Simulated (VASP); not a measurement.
A run of VASP 6.6.1:

File INCAR:

```
ALGO = Normal
EDIFF = 1E-6
ENCUT = 500
GGA = PE
GGA_COMPAT = F
ISIF = 2
ISMEAR = 0
ISPIN = 2
LASPH = T
LCHARG = F
LORBIT = 11
LREAL = F
LWAVE = F
MAGMOM = 4
NBANDS = 17
NELECT = 13.75
NELM = 200
PREC = Accurate
SIGMA = 0.1
```

KPOINTS

```
k-points
0
Gamma
  10 10 10
```

Contents of POSCAR:

```
Ge
1.0
    0.0000000000      2.0983605250      2.0983605250
    2.0983605250      0.0000000000      2.0983605250
    2.0983605250      2.0983605250      0.0000000000
Ge
1
Direct
    0.8540000000      0.5970000000      0.9470000000
```

Potentials or basis: VASP PAW PBE potentials, release 64 (Ge_d).

The run is started by

```bash
$ cat potpaw_PBE.64/Ge_d/POTCAR > POTCAR
$ mpirun -np 1 vasp_std > vasp.out
```

Hardware: 1 thread of AMD EPYC 7R43 64-Core Processor (Zen 3), with other jobs on the host.

Estimate the wall time of this run.

It took 34 s on 1 thread of AMD EPYC 7R43 64-Core Processor (Zen 3), with other jobs on the host, peak memory 0.12 GiB. Counts: scf iterations 12, k points 47.
